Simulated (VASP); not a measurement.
Here is a VASP 6.6.1 calculation.

Contents of INCAR:

```
SYSTEM = Al27Ru
ALGO = Normal
EDIFF = 1E-6
ENCUT = 520
GGA = PE
ISIF = 2
ISMEAR = -1
LASPH = .True.
LCHARG = .False.
LREAL = Auto
LWAVE = .False.
NBANDS = 68
NELM = 60
PREC = Accurate
SIGMA = 0.1
```

The input KPOINTS:

```
k-points
0
Gamma
  2 2 1
  0 0 0
```

POSCAR

```
Al27Ru
1.0
    8.5913470000      0.0000000000      0.0000000000
    4.2956740000      7.4403250000      0.0000000000
    0.0000000000      0.0000000000     17.6765370000
Al Ru
27 1
Direct
    0.1111110703      0.1111111410      0.0565722234
    0.4444443648      0.1111111410      0.0565722234
    0.7777777758      0.1111111410      0.0565722234
    0.1111110539      0.4444444295      0.0565722234
    0.4444443484      0.4444444295      0.0565722234
    0.7777777594      0.4444444295      0.0565722234
    0.1111110867      0.7777778524      0.0565722234
    0.4444443812      0.7777778524      0.0565722234
    0.7777777922      0.7777778524      0.0565722234
   -0.1129502453      0.2258047868      0.1879448446
    0.2281565276      0.2206152285      0.1878579498
    0.5523969575      0.2219079140      0.1887667251
   -0.1134953721      0.5645710369      0.1902142937
    0.2167005300      0.5656734081      0.1895112148
    0.5483176874      0.5647801675      0.1909233692
   -0.1137832617      0.8989533387      0.1935652894
    0.2148710775      0.8990107287      0.1930989650
    0.5566441946      0.8871465964      0.1909336088
   -0.0188959015      0.0321891853      0.3377766245
    0.3472631899     -0.0123013444      0.3239664534
    0.6627089459     -0.0115836338      0.3239503869
    0.0326234990      0.3375140199      0.3169948955
    0.3294947361      0.3396420183      0.3203723671
    0.6261056873      0.3417260671      0.3196421901
   -0.0013763020      0.6815750656      0.3240651718
    0.3135153249      0.6842479327      0.3236988105
    0.6789562333      0.6406785994      0.3389766898
    0.8334539607      0.3378165604      0.4049686882
```

Potentials or basis: VASP PAW PBE potentials, release 64 (Al, Ru_pv).

Command:

```bash
$ cat potpaw_PBE.64/Al/POTCAR potpaw_PBE.64/Ru_pv/POTCAR > POTCAR
$ mpirun -np 1 vasp_std > vasp.out
```

Task: What does it give for the largest force?

Result: 0.269 eV/Å.

Forces on the atoms (eV/Å):
```
Al   0.058 -0.086 -0.034
Al   0.011 -0.056 -0.089
Al  -0.063 -0.085 -0.014
Al   0.035  0.065  0.009
Al  -0.034  0.063  0.028
Al  -0.001  0.070 -0.027
Al  -0.004  0.035  0.126
Al   0.022  0.006  0.053
Al  -0.022  0.017  0.047
Al  -0.002  0.000 -0.014
Al  -0.013  0.000 -0.013
Al   0.001 -0.006 -0.027
Al  -0.001  0.014 -0.028
Al   0.002  0.020 -0.026
Al  -0.002  0.012 -0.032
Al   0.006  0.002 -0.014
Al  -0.008  0.001 -0.017
Al  -0.002 -0.008 -0.012
Al   0.008  0.076  0.043
Al   0.016 -0.002  0.009
Al   0.004  0.003  0.009
Al   0.061  0.054 -0.040
Al  -0.006 -0.016  0.017
Al  -0.031  0.023 -0.025
Al   0.018  0.021 -0.018
Al   0.011 -0.002 -0.002
Al   0.004  0.016 -0.018
Ru  -0.069 -0.235  0.110
```

Caveat: the k points lie up to 0.42 Å⁻¹ apart.
